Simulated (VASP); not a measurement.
Runs of VASP 6.6.1 on Cu. The structure is that of space group Fm-3m (No. 225), or close to it. The cells are those of the table. 

| level | cell | gap on the mesh (eV) | pressure (GPa) |
| --- | --- | --- | --- |
| PBE | a = 2.649 Å, angles 60.0°, 1 atom | none | -9.5 |
| PBE | a = 2.541 Å, angles 60.0°, 1 atom | none | 5.2 |
| r2SCAN | a = 2.567 Å, angles 60.0°, 1 atom | none | -5.8 |
| PBE | a = 2.514 Å, angles 60.0°, 1 atom | none | 10.7 |
| PBE | a = 2.567 Å, angles 60.0°, 1 atom | none | (c) |
| PBE | a = 2.487 Å, angles 60.0°, 1 atom | none | 17.7 |
| PBE | a = 2.460 Å, angles 60.0°, 1 atom | none | 25.4 |
| PBE | a = 2.617 Å, angles 60.0°, 1 atom | none | (b) |
| PBE | a = 2.592 Å, angles 60.0°, 1 atom | none | (a) |

Alike in all rows: task single point; potentials or basis VASP PAW PBE potentials, release 64 (Cu); no spin polarisation; k mesh 20 × 20 × 20; cutoff (eV) 520; smearing gaussian 0.1 eV.

Q: Estimate the missing entries.

A: (a) -3.3; (b) -6.4; (c) 0.5.

Caveats: the cell stands under tension (at least some runs); the cell stands under pressure (at least some runs); the PAW data sets were made with another functional, which shifts forces and pressure a little (at least some runs).

A gap of «none» marks levels without a gap at the run's occupations.
